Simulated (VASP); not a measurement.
Wanted: the native input for a VASP 6.6.1 run.

```yaml
Task: single point
Functional: PBE
Potentials_or_basis: VASP PAW PBE potentials, release 64 (Cu_sv_GW)
Cutoff: 820 eV
k_mesh: 14 × 14 × 16
Occupations: gaussian, width 0.1 eV
Spin: no spin polarisation
Dipole_correction: no
Further_INCAR_settings: ALGO = Normal; EDIFF = 1e-06; NBANDS = 26
```

The structure of Cu lies in POSCAR:

```
Cu
1.0
    3.0100830822      0.0000000000      0.0000000000
    0.0000000000      3.0100830822      0.0000000000
    0.0000000000      0.0000000000      2.6699172803
Cu
2
Direct
    0.0000000000      0.0000000000      0.0000000000
    0.5000000000      0.5000000000      0.5000000000
```

This cell differs from its parent crystal: biaxial strain in the a-b plane: +2.0 %, then relaxed in part.

One way to write it, as run:

INCAR

```
PREC = Accurate
ENCUT = 820
EDIFF = 1E-6
ISMEAR = 0
SIGMA = 0.1
LREAL = False
LASPH = True
NELM = 120
ALGO = Normal
ISIF = 2
LWAVE = False
LCHARG = False
GGA = PE
NBANDS = 26
GGA_COMPAT = False
```

KPOINTS

```
Automatic mesh
0
Gamma
  14 14 16
```

Potentials or basis: VASP PAW PBE potentials, release 64 (Cu_sv_GW).

The run is started by

```bash
$ cat potpaw_PBE.64/Cu_sv_GW/POTCAR > POTCAR
$ mpirun -np 1 vasp_std > vasp.out
```

Results of the run:

```
Pressure               : -2.4 GPa
Band gap on the k mesh : zero (bands 19 and 20 overlap by 7.44 eV)
```

Caveat: the cell differs from its parent crystal (biaxial strain in the a-b plane: +2.0 %, then relaxed in part).

It took 4.6 min on 1 thread of Intel(R) Xeon(R) Platinum 8375C CPU @ 2.90GHz (Ice Lake) (shared host), peak memory 0.48 GiB.
